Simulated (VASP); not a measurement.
# C (Cmmm) in VASP: a series of runs

Runs on C. Level: PBE. Tasks: single point, relaxation of cell and atoms.

Program: VASP 6.6.1. These are calculated values, not measurements. Logs are shortened: lines on timing, memory, paths and dates and some standing lists are left out, and cuts for length are marked.

### 1 The cell of the first run

Symmetry: Cmmm, No. 65, orthorhombic system. The conventional cell has a = 2.364 Å, b = 8.370 Å, c = 3.393 Å, α = 90.00°, β = 90.00°, γ = 90.00°. C (site symmetry mm2) has 3 C at 1.38 to 1.55 Å within 1.8 Å. Within 2.1 Å of C (site symmetry mmm) lie 4 C at 1.55 Å.

### 2 Single point, PBE

Input file INCAR:

```
SYSTEM = C
PREC = Accurate ; ENCUT = 520
EDIFF = 1E-6 ; ISMEAR = 0
SIGMA = 0.1 ; LREAL = .False.
LASPH = .True. ; NELM = 80
ALGO = Normal ; ISIF = 2
LWAVE = .False. ; LCHARG = .False.
GGA = PE ; NBANDS = 13
```

Input file KPOINTS:

```
regular mesh
0
Gamma
  20 20 14
  0 0 0
```

Input file POSCAR:

```
C
1.0
    1.1819162664     -4.1850858637      0.0000000000
    1.1819162664      4.1850858637      0.0000000000
    0.0000000000      0.0000000000      3.3929424101
C
3
Direct
    0.5000000000      0.5000000000      0.7960413990
    0.5000000000      0.5000000000      0.2039586010
    0.0000000000      0.0000000000      0.5000000000
```

Potentials or basis: VASP PAW PBE potentials, release 64 (C).

Launch:

```console
$ cat potpaw_PBE.64/C/POTCAR > POTCAR
$ mpirun -np 1 vasp_std > vasp.out
```

OUTCAR:

```text
SYSTEM = C
   PREC = Accurate
   ENCUT = 520
   EDIFF = 1E-6
   ISMEAR = 0
   LREAL = .False.
   LASPH = .True.
   NELM = 80
   ISIF = 2
   GGA = PE

 ion  position               nearest neighbor table
   1  0.500  0.500  0.796-   2 1.38   3 1.55   3 1.55   2 2.01
   2  0.500  0.500  0.204-   1 1.38   3 1.55   3 1.55   1 2.01
   3  0.000  0.000  0.500-   1 1.55   2 1.55   1 1.55   2 1.55

  LATTYP: Found a base centered orthorhombic cell.
 ALAT       =     2.3638325328
 B/A-ratio  =     3.5409326216
 C/A-ratio  =     1.4353565081

  Lattice vectors:

 A1 = (   1.1819162664,  -4.1850858637,   0.0000000000)
 A2 = (   1.1819162664,   4.1850858637,   0.0000000000)
 A3 = (   0.0000000000,   0.0000000000,   3.3929424101)

Analysis of symmetry for initial positions (statically):
=====================================================================
 Subroutine PRICEL returns:
 Original cell was already a primitive cell.

 Routine SETGRP: Setting up the symmetry group for a
 base centered orthorhombic supercell.

 Subroutine GETGRP returns: Found  8 space group operations
 (whereof  8 operations were pure point group operations)
 out of a pool of  8 trial point group operations.

The static configuration has the point symmetry D_2h.

Analysis of symmetry for dynamics (positions and initial velocities):
=====================================================================
 Subroutine PRICEL returns:
 Original cell was already a primitive cell.

 Routine SETGRP: Setting up the symmetry group for a
 base centered orthorhombic supercell.

 Subroutine GETGRP returns: Found  8 space group operations
 (whereof  8 operations were pure point group operations)
 out of a pool of  8 trial point group operations.

The dynamic configuration has the point symmetry D_2h.

 Subroutine INISYM returns: Found  8 space group operations
 (whereof  8 operations are pure point group operations),
 and found     1 'primitive' translations

----------------------------------------------------------------------------------------

                                     Primitive cell

  volume of cell :      33.5658

  direct lattice vectors                    reciprocal lattice vectors
     1.181916266 -4.185085864  0.000000000     0.423041813 -0.119471862  0.000000000
     1.181916266  4.185085864  0.000000000     0.423041813  0.119471862  0.000000000
     0.000000000  0.000000000  3.392942410     0.000000000  0.000000000  0.294729435

  length of vectors
     4.348777960  4.348777960  3.392942410     0.439588332  0.439588332  0.294729435

  position of ions in fractional coordinates (direct lattice)
     0.500000000  0.500000000  0.796041399
     0.500000000  0.500000000  0.203958601
     0.000000000  0.000000000  0.500000000

  ion indices of the primitive-cell ions
   primitive index   ion index
                 1           1
                 2           2
                 3           3

----------------------------------------------------------------------------------------

 KPOINTS: regular mesh

Automatic generation of k-mesh.
 Grid dimensions read from file:
 generate k-points for:   20   20   14

 Generating k-lattice:

  Cartesian coordinates                     Fractional coordinates (reciprocal lattice)
     0.021152091 -0.005973593  0.000000000     0.050000000  0.000000000  0.000000000
     0.021152091  0.005973593  0.000000000     0.000000000  0.050000000  0.000000000
     0.000000000  0.000000000  0.021052103     0.000000000  0.000000000  0.071428571

  Length of vectors
     0.021979417  0.021979417  0.021052103

  Shift w.r.t. Gamma in fractional coordinates (k-lattice)
     0.000000000  0.000000000  0.000000000

 Subroutine IBZKPT returns following result:
 ===========================================

 Found    888 irreducible k-points:

 Following reciprocal coordinates:
            Coordinates               Weight
  0.000000  0.000000  0.000000      1.000000
  0.050000  0.000000  0.000000      4.000000
  0.100000  0.000000  0.000000      4.000000
  0.150000  0.000000  0.000000      4.000000
  0.200000  0.000000  0.000000      4.000000
  0.250000  0.000000  0.000000      4.000000
[... 16 lines left out ...]
 -0.400000  0.050000  0.000000      4.000000
 -0.350000  0.050000  0.000000      4.000000
 [... further k-points ...]
   k-points           NKPTS =    888   k-points in BZ     NKDIM =    888   number of bands    NBANDS=     13
   number of dos      NEDOS =    301   number of ions     NIONS =      3
   total plane-waves  NPLWV =  28672
   dimension x,y,z NGX =    32 NGY =   32 NGZ =   28
   dimension x,y,z NGXF=    64 NGYF=   64 NGZF=   56
   ions per type =               3
   NGX,Y,Z   is equivalent  to a cutoff of  12.23, 12.23, 13.72 a.u.
   NGXF,Y,Z  is equivalent  to a cutoff of  24.47, 24.47, 27.44 a.u.
 SYSTEM =  C
   PREC   = accura    normal or accurate (medium, high low for compatibility)
   ISTART =      0    job   : 0-new  1-cont  2-samecut
   ICHARG =      2    charge: 1-file 2-atom 10-const
   ISPIN  =      1    spin polarized calculation?
   LNONCOLLINEAR =      F non collinear calculations
   LSORBIT =      F    spin-orbit coupling
   LASPH  =      T    aspherical Exc in radial PAW
   ENCUT  =  520.0 eV  38.22 Ry    6.18 a.u.   8.09  8.09  6.31*2*pi/ulx,y,z
   NELM   =     80;   NELMIN=  2; NELMDL= -5     # of ELM steps
   EDIFF  = 0.1E-05   stopping-criterion for ELM
   LREAL  =      F    real-space projection
   EDIFFG = 0.1E-04   stopping-criterion for IOM
   NSW    =      0    number of steps for IOM
   IBRION =     -1    ionic relax: 0-MD 1-quasi-New 2-CG
   NFREE  =      0    steps in history (QN), initial steepest desc. (CG)
   ISIF   =      2    stress and relaxation
   ISYM   =      2    0-nonsym 1-usesym 2-fastsym
   POTIM  = 0.5000    time-step for ionic-motion
   TEBEG  =    0.0;   TEEND  =   0.0 temperature during run
   PSTRESS=    0.0 pullay stress
   NELECT =      12.0000    total number of electrons
   NUPDOWN=      -1.0000    fix difference up-down
   EMIN   =  10.00;   EMAX   =-10.00  energy-range for DOS
   EFERMI =   0.00;   METHOD = LEGACY
   ISMEAR =     0;   SIGMA  =   0.10  broadening in eV -4-tet -1-fermi 0-gaus
   EFERMI_NEDOS =   21; number of points for ismear=-14 and -15
   IALGO  =     38    algorithm
   IMIX   =      4    mixing-type and parameters
     AMIX     =   0.40;   BMIX     =  1.00
     AMIX_MAG =   1.60;   BMIX_MAG =  1.00
  volume/ion in A,a.u.               =      11.19        75.50
  Fermi-wavevector in a.u.,A,eV,Ry     =   1.161902  2.195676 18.368077  1.350016
  Thomas-Fermi vector in A             =   2.298469
   LORBIT       =      0    0 simple, 1 ext, 2 COOP (PROOUT), +10 PAW based schemes
   GGA     = PE    functional components
   LHFCALC =     F    Hartree Fock is set to
   AEXX    =    0.0000 exact exchange contribution
   IVDW    =     0    specifies the selected vdW correction
   LEPSILON=     F    determine dielectric tensor
   LRPA    =     F    only Hartree local field effects (RPA)
 non-spin polarized calculation
 Gauss-broadening in eV      SIGMA  =   0.10
  energy-cutoff  :      520.00
  volume of cell :       33.57
 maximum number of plane-waves:       922
   NGX = 17   NGY = 17   NGZ = 13

 number of electron      11.9999999 magnetization

 Free energy of the ion-electron system (eV)
  ---------------------------------------------------
  ext. energy  EPLUGINS =         0.00000000
  ---------------------------------------------------
  free energy    TOTEN  =       -22.34251531 eV

  energy without entropy =      -22.33495632  energy(sigma->0) =      -22.33873581

 E-fermi :   2.7426     XC(G=0):  -8.9311

 val. band max:        2.7388351584   @ k =   0.1000   0.1000   0.3571
 cond. band min:       2.7580914728   @ k =   0.5000   0.3000   0.2143
 fundamental gap:      0.0192563145
 Fermi energy:         2.7425750884

 k-point     1 :       0.0000    0.0000    0.0000
  band No.  band energies     occupation
      1     -16.9932      2.00000
      2      -8.7619      2.00000
      3      -6.9989      2.00000
      4      -4.4464      2.00000
      5      -1.8281      2.00000
      6       5.8988      0.00000
      7       6.1736      0.00000
      8       6.7292      0.00000
      9       8.4448      0.00000
     10      11.1916      0.00000
     11      12.4774      0.00000
     12      15.1003      0.00000
     13      16.8482      0.00000

 k-point     2 :       0.0500    0.0000    0.0000
  band No.  band energies     occupation
      1     -16.9437      2.00000
      2      -8.7340      2.00000
      3      -6.9540      2.00000
      4      -4.3939      2.00000
      5      -2.0839      2.00000
      6       5.9339      0.00000
      7       6.2521      0.00000
      8       6.6953      0.00000
      9       8.1408      0.00000
     10      11.2521      0.00000
     11      12.4130      0.00000
     12      15.3415      0.00000
     13      17.0987      0.00000

 k-point     3 :       0.1000    0.0000    0.0000
  band No.  band energies     occupation
      1     -16.7958      2.00000
      2      -8.6521      2.00000
      3      -6.8201      2.00000
      4      -4.2369      2.00000
      5      -2.7817      2.00000
      6       6.0373      0.00000
      7       6.4845      0.00000
      8       6.5856      0.00000
      9       7.3571      0.00000
     10      10.8511      0.00000
     11      12.8903      0.00000
     12      15.9346      0.00000
     13      17.6886      0.00000

 k-point     4 :       0.1500    0.0000    0.0000
  band No.  band energies     occupation
      1     -16.5498      2.00000
      2      -8.5218      2.00000
      3      -6.5988      2.00000
      4      -3.9766      2.00000
      5      -3.7731      2.00000
      6       6.2033      0.00000
      7       6.3151      0.00000
      8       6.3677      0.00000
      9       6.8728      0.00000
     10       9.9745      0.00000
     11      13.9977      0.00000
     12      16.6655      0.00000
     13      18.0572      0.00000

 k-point     5 :       0.2000    0.0000    0.0000
  band No.  band energies     occupation
      1     -16.2072      2.00000
      2      -8.3541      2.00000
      3      -6.2936      2.00000
      4      -4.9190      2.00000
      5      -3.6148      2.00000
      6       5.1656      0.00000
      7       6.0138      0.00000
      8       6.4256      0.00000
      9       7.4013      0.00000
     10       8.9911      0.00000
     11      15.3220      0.00000
     12      17.2496      0.00000
     13      17.4158      0.00000
[... 257 lines left out ...]
 k-point    22 :      -0.4500    0.0500    0.0000
  band No.  band energies     occupation
      1     -13.9552      2.00000
      2      -9.6988      2.00000
      3      -7.4552      2.00000
      4      -4.4648      2.00000
      5      -1.3808      2.00000
      6       0.9379      2.00000
      7       3.2111      0.00000
      8       5.7796      0.00000
      9       7.4615      0.00000
     10      11.3638      0.00000
     11      15.2703      0.00000
     12      17.6379      0.00000
     13      19.2644      0.00000

 k-point    23 :      -0.4000    0.0500    0.0000
  band No.  band energies     occupation
      1     -14.6274      2.00000
      2      -8.6735      2.00000
      3      -7.5707      2.00000
      4      -4.9629      2.00000
      5      -2.0506      2.00000
      6       1.8339      2.00000
      7       4.0382      0.00000
      8       6.3500      0.00000
      9       7.2201      0.00000
     10      10.2787      0.00000
     11      15.7188      0.00000
     12      17.8612      0.00000
     13      19.6472      0.00000

 k-point    24 :      -0.3500    0.0500    0.0000
  band No.  band energies     occupation
      1     -15.2375      2.00000
      2      -8.0598      2.00000
      3      -7.2220      2.00000
      4      -5.4584      2.00000
      5      -2.6748      2.00000
      6       2.8741      0.06281
      7       4.8254      0.00000
      8       6.9410      0.00000
      9       7.0947      0.00000
     10       9.2998      0.00000
     11      15.9737      0.00000
     12      17.6292      0.00000
     13      18.9617      0.00000

 [... further k-points ...]
[... 5 lines left out ...]
  --------------------------------------------------------------------------------------
  -------------------------------------------------------------------------------------
  Total        0.0669202     -0.0034944      0.0725915      0.0000000      0.0000000      0.0000000
  in kB        3.1942584     -0.1667962      3.4649623      0.0000000      0.0000000      0.0000000
  external PRESSURE =       2.1641415 kB  Pullay stress =       0.0000000 kB

 VOLUME and BASIS-vectors are now :
 -----------------------------------------------------------------------------
  energy-cutoff  :      520.00
  volume of cell :       33.57
      direct lattice vectors                 reciprocal lattice vectors
     1.181916266 -4.185085864  0.000000000     0.423041813 -0.119471862  0.000000000
     1.181916266  4.185085864  0.000000000     0.423041813  0.119471862  0.000000000
     0.000000000  0.000000000  3.392942410     0.000000000  0.000000000  0.294729435

 POSITION                                       TOTAL-FORCE (eV/Angst)
 -----------------------------------------------------------------------------------
      1.18192      0.00000      2.70092        -0.000000      0.000000     -0.018904
      1.18192      0.00000      0.69202         0.000000      0.000000      0.018904
      0.00000      0.00000      1.69647        -0.000000      0.000000      0.000000
 -----------------------------------------------------------------------------------
    total drift:                               -0.000000     -0.000000      0.000000

  FREE ENERGIE OF THE ION-ELECTRON SYSTEM (eV)
  ---------------------------------------------------
  free  energy   TOTEN  =       -22.3425153092 eV

  energy  without entropy=      -22.3349563192  energy(sigma->0) =      -22.33873581
```

It took 4.3 min on 1 thread of Intel Xeon 6975P-C, shared host; peak memory 0.4 GiB.

Results:

| Item | Value |
| --- | --- |
| Free energy | -22.3425 eV |
| Pressure | 0.2 GPa |
| Largest force | 0.019 eV/Å |
| Band gap on the k mesh | zero (band 6 reaches 6.22 eV, above the bottom of band 7 at 2.11 eV) |

Forces in eV/Å, atoms in the order of the input:
```
C    0.000  0.000 -0.019
C    0.000  0.000  0.019
C    0.000  0.000  0.000
```

Stress tensor (GPa, compression positive):
```
 0.32  0.00  0.00
 0.00 -0.02  0.00
 0.00  0.00  0.35
```

### 3 Relaxation of cell and atoms, PBE

This run uses another cell than the first one, of 6.58 Å³/atom, 0.588 times its volume.

Input file INCAR:

```
SYSTEM = C
ALGO = Normal
EDIFF = 1E-7
EDIFFG = -0.04
ENCUT = 910
GGA = PE
GGA_COMPAT = .FALSE.
IBRION = 2
ISIF = 3
ISMEAR = 0
LASPH = .TRUE.
LCHARG = .FALSE.
LREAL = .FALSE.
LWAVE = .FALSE.
NELM = 120
NELMIN = 4
NSW = 90
PREC = Accurate
SIGMA = 0.1
```

Input file KPOINTS:

```
k-points
0
G
  8 8 4
  0 0 0
```

Input file POSCAR:

```
C
1.0
    1.1881884100     -1.7012909400      0.0000000000
    1.1881884100      1.7012909400      0.0000000000
    0.0000000000      0.0000000000      4.8843480900
C
3
Direct
    0.5000000000      0.5000000000      0.6905752200
    0.5000000000      0.5000000000      0.3094247800
    0.0000000000      0.0000000000      0.5000000000
```

Potentials or basis: VASP PAW PBE potentials, release 64 (C_h).

Launch:

```console
$ cat potpaw_PBE.64/C_h/POTCAR > POTCAR
$ mpirun -np 1 vasp_std > vasp.out
```

Wall time 3 min (1 thread of Intel Xeon Platinum 8488C (Sapphire Rapids), shared host); peak memory 0.16 GiB.

Results (log left out):

| Item | Value |
| --- | --- |
| Free energy | -19.0896 eV |
| Relaxed volume | 9.17 Å³/atom |
| Relaxed cell | a = 2.827 Å, b = 2.827 Å, c = 4.447 Å, α = 90.00°, β = 90.00°, γ = 129.23° |
| Space group after relaxing (to 0.05 Å) | Cmmm (No. 65) |
| Energy gained by relaxing | 1296.6 meV/atom |
| Ionic steps | 26 |
| Pressure after relaxing | -0.1 GPa |
| Largest force after relaxing | 0.025 eV/Å |
| Band gap on the k mesh | zero (band 6 reaches 8.07 eV, above the bottom of band 7 at 3.71 eV) |

Forces in eV/Å, atoms in the order of the input:
```
C    0.000  0.000  0.025
C    0.000  0.000 -0.025
C    0.000  0.000  0.000
```

Stress tensor (GPa, compression positive):
```
-0.53  0.00  0.00
 0.00  0.15  0.00
 0.00  0.00  0.12
```

Step by step:
```
step  energy change (eV)  largest force (eV/Å)  pressure (GPa)  volume (Å³)
   1              0.0000                3.8791           90.32        19.75
   2             -1.0732                4.2334          -33.55        32.12
   3             -2.1028                2.0207           -6.53        25.92
   4             -3.1178                2.1131            0.03        26.99
   5             -2.9513                0.8509           33.51        27.48
   6             -3.3828                1.3746           10.07        27.26
   7             -3.3615                0.5772           17.29        27.37
   8             -3.3939                0.8428           13.99        27.33
   9             -3.6531                0.2212           -6.85        31.54
  10             -3.7747                0.0026           -1.51        30.15
  11             -3.7799                0.2121            0.57        29.72
  12             -3.8132                0.7246           -8.62        29.32
  13             -3.8595                0.6443           -5.31        29.50
  14             -3.8576                0.6829            3.72        28.24
  15             -3.8794                0.0223           -1.20        28.90
  16             -3.8794                0.0381           -1.11        28.88
  17             -3.8799                0.1364            1.05        28.72
  18             -3.8809                0.0918            0.07        28.79
  19             -3.8820                0.0612           -0.31        28.77
  20             -3.8838                0.0366           -1.42        28.68
  21             -3.8846                0.0159           -1.26        28.60
  22             -3.8864                0.0481           -0.75        28.37
  23             -3.8880                0.1798            0.38        27.90
  24             -3.8889                0.1344            0.20        27.80
  25             -3.8897                0.0453           -0.27        27.56
  26             -3.8899                0.0253           -0.08        27.52
```

Final structure:
```
CELL_PARAMETERS angstrom
1.21169 -2.55370 0.00000
1.21169 2.55370 0.00000
0.00000 0.00000 4.44706
ATOMIC_POSITIONS crystal
C 0.50000 0.50000 0.69560
C 0.50000 0.50000 0.30440
C 0.00000 0.00000 0.50000
```

Levels at points of the mesh, in eV from the Fermi level:
```csv
k point,band 4,band 5,band 6,band 7,band 8,band 9
"(0.00, 0.00, 0.00)",-5.68,-3.45,3.41,3.62,3.69,6.64
"(0.50, 0.00, 0.00)",-5.05,-2.75,-1.77,-0.96,2.73,6.69
"(0.50, 0.50, 0.00)",-6.81,-3.68,-1.47,3.10,4.13,5.03
"(0.00, 0.00, 0.50)",-3.39,-2.61,-0.42,3.39,3.47,6.91
"(0.50, 0.00, 0.50)",-6.08,-1.57,-1.54,0.24,2.21,5.24
"(0.50, 0.50, 0.50)",-6.78,-2.40,-1.14,1.09,2.91,5.60
```

Caveat: the k points lie up to 0.36 Å⁻¹ apart in the final cell; the cutoff is under 1.25 times the usual one of these potentials, so pressure, stress and relaxed cells hold a basis-set (Pulay) error; the volume moved by over 15 % at a fixed basis, so the end points are rough.

[end of part 1 of 2]
